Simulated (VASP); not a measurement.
Here is a VASP 6.6.1 calculation.

The input INCAR:

```
SYSTEM = SiW4
  ALGO = Fast
  EDIFF = 1E-6
  ENCUT = 520
  GGA = PE
  ISIF = 2
  ISMEAR = 0
  LASPH = .True.
  LCHARG = .False.
  LREAL = .False.
  LWAVE = .False.
  NBANDS = 38
  NELM = 100
  PREC = Accurate
  SIGMA = 0.1
```

KPOINTS

```
k-points
0
Gamma
  10 10 10
  0 0 0
```

POSCAR

```
SiW4
1.0
   -2.8264226052      2.8264226052      2.8264226052
    2.8264226052     -2.8264226052      2.8264226052
    2.8264226052      2.8264226052     -2.8264226052
Si W
1 4
Direct
    0.0000000000      0.0000000000      0.0000000000
    0.5000000000      0.5000000000      0.5000000000
    0.5000000000      0.0000000000      0.0000000000
    0.0000000000      0.0000000000      0.5000000000
    0.0000000000      0.5000000000      0.0000000000
```

Potentials or basis: VASP PAW PBE potentials, release 64 (Si, W_sv).

Run with:

```bash
$ cat potpaw_PBE.64/Si/POTCAR potpaw_PBE.64/W_sv/POTCAR > POTCAR
$ mpirun -np 1 vasp_std > vasp.out
```

(1) Estimate the pressure.

(2) Estimate the band gap on the k mesh.

Results:

(1) 0.2 GPa.

(2) zero (band 30 reaches 9.49 eV, above the bottom of band 31 at 8.33 eV).

Caveat: spin-orbit coupling is left out, which moves the levels of the heavy elements.
